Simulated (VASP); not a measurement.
**MgCuC6N6: relaxation of cell and atoms with PBE**

MgCuC6N6:

```
CELL_PARAMETERS angstrom
0.00000 5.41131 5.41131
5.41131 0.00000 5.41131
5.41131 5.41131 0.00000
ATOMIC_POSITIONS crystal
Mg 0.00000 0.00000 0.00000
Cu 0.50000 0.50000 0.50000
C 0.78881 0.21119 0.21119
C 0.21119 0.78881 0.21119
C 0.21119 0.21119 0.78881
C 0.21119 0.78881 0.78881
C 0.78881 0.21119 0.78881
C 0.78881 0.78881 0.21119
N 0.68090 0.31910 0.31910
N 0.31910 0.68090 0.31910
N 0.31910 0.31910 0.68090
N 0.31910 0.68090 0.68090
N 0.68090 0.31910 0.68090
N 0.68090 0.68090 0.31910
```

```
Program                : VASP 6.6.1
Task                   : relaxation of cell and atoms
Functional             : PBE
Potentials or basis    : VASP PAW PBE potentials, release 64 (Mg, Cu, C, N)
Cutoff                 : 600 eV
k mesh                 : 6 × 6 × 6
Occupations            : gaussian, width 0.1 eV
Spin                   : collinear spin
Starting moments       : [0.0, 0.62, 0.0, 0.0, 0.0, 0.0, 0.0, 0.0, 0.0, 0.0, 0.0, 0.0, 0.0, 0.0] μB
Dipole correction      : no
Further INCAR settings : ALGO = Normal; EDIFF = 1e-07; IBRION = 2; EDIFFG = -0.01; NSW = 100; ISIF = 3
```

| Item | Value |
| --- | --- |
| Relaxed volume | 22.71 Å³/atom |
| Relaxed cell | a = 7.661 Å, b = 7.661 Å, c = 7.661 Å, α = 60.00°, β = 60.00°, γ = 60.00° |
| Space group after relaxing (to 0.1 Å) | Fm-3m (No. 225) |
| Energy gained by relaxing | 0.3 meV/atom |
| Ionic steps | 7 |
| Pressure after relaxing | -0.1 GPa |
| Largest force after relaxing | 0.009 eV/Å |
| Band gap on the k mesh | zero (filled and empty bands overlap) |
| Net moment | 1.00 μB per cell |
| Site moments | Mg +0.01; Cu +0.52; C +0.00; N +0.07 μB |
| Valence electrons inside the program's atomic spheres | Mg 0.34; Cu 9.89; C 2.53; N 3.87 |

Forces in eV/Å, atoms in the order of the input:
```
Mg   0.000  0.000  0.000
Cu   0.000  0.000  0.000
C   -0.009  0.000  0.000
C    0.000 -0.009  0.000
C    0.000  0.000 -0.009
C    0.009  0.000  0.000
C    0.000  0.009  0.000
C    0.000  0.000  0.009
N    0.006  0.000  0.000
N    0.000  0.006  0.000
N    0.000  0.000  0.006
N   -0.006  0.000  0.000
N    0.000 -0.006  0.000
N    0.000  0.000 -0.006
```

The path:
```
step  energy change (eV)  largest force (eV/Å)  pressure (GPa)  volume (Å³)
   1              0.0000                0.3875            0.45       316.91
   2              0.3821                3.6058           -3.81       319.83
   3             -0.0035                0.0475            0.05       317.16
   4             -0.0035                0.0378            0.06       317.15
   5             -0.0035                0.0305            0.07       317.14
   6             -0.0039                0.0206            0.02       317.48
   7             -0.0040                0.0094           -0.06       317.95
```

Final structure:
```
Mg Cu C N
1.0
     0.00000    5.41723    5.41723
     5.41723    0.00000    5.41723
     5.41723    5.41723    0.00000
Mg Cu C N
1 1 6 6
Direct
  0.00000 0.00000 0.00000
  0.50000 0.50000 0.50000
  0.78917 0.21083 0.21083
  0.21083 0.78917 0.21083
  0.21083 0.21083 0.78917
  0.21083 0.78917 0.78917
  0.78917 0.21083 0.78917
  0.78917 0.78917 0.21083
  0.68107 0.31893 0.31893
  0.31893 0.68107 0.31893
  0.31893 0.31893 0.68107
  0.31893 0.68107 0.68107
  0.68107 0.31893 0.68107
  0.68107 0.68107 0.31893
```

Levels at points of the mesh, in eV from the Fermi level:
Spin up:
| k point | band 32 | band 33 | band 34 | band 35 | band 36 | band 37 |
| --- | --- | --- | --- | --- | --- | --- |
| (0.00, 0.00, 0.00) | -1.19 | -1.19 | 0.24 | 0.24 | 5.06 | 5.06 |
| (0.50, 0.00, 0.00) | -0.72 | -0.72 | -0.09 | -0.09 | 5.27 | 5.52 |
| (0.50, 0.50, 0.00) | -1.19 | -1.02 | -0.31 | 0.25 | 5.06 | 5.95 |
Spin down:
```
           k point  band 31  band 32  band 33  band 34  band 35  band 36
(0.00, 0.00, 0.00)    -1.14    -1.14    -1.14     0.71     0.71     5.10
(0.50, 0.00, 0.00)    -1.22    -0.69    -0.69     0.48     0.48     5.31
(0.50, 0.50, 0.00)    -1.15    -1.14    -0.95     0.31     0.71     5.10
```

Run time: 13 min on 4 MPI ranks on Intel(R) Xeon(R) 6975P-C (Granite Rapids), on a shared host, peak memory 1.1 GiB a rank.

Caveat: a cell with one magnetic atom can't hold antiferromagnetic order, which such compounds often take. With open d or f shells a metallic result of PBE can be an artefact of self-interaction; +U or a hybrid may open a gap.
